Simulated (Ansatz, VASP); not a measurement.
## NbN: VASP beside Ansatz

```xyz
2
Lattice="0.0000 2.1945 2.1945 2.1945 0.0000 2.1945 2.1945 2.1945 0.0000" Properties=species:S:1:pos:R:3 pbc="T T T"
Nb    2.1945    2.1945    2.1945
N     0.0000    0.0000    0.0000
```

Alike in both runs: task single point; functional PBE; k mesh 6 × 6 × 6; occupations gaussian, width 0.1 eV; no spin polarisation.

```csv
,VASP,Ansatz
version,VASP 6.6.1,Ansatz 0.2.0
potentials or method,"VASP PAW PBE potentials, release 64 (Nb_sv, N), cutoff 600 eV","scalar-relativistic, plane waves, PAW"
valence electrons in the cell,18,18
```

|  | VASP | Ansatz | Ansatz less VASP |
| --- | --- | --- | --- |
| gap on the k mesh at the Fermi level (eV) | none | none | - |
| pressure (GPa) | 6.9 | 7.6 | +0.70 |

A gap of «none» marks a metal or a gap that the smearing closes.

The k mesh is coarse, so the values compare programs but aren't converged.
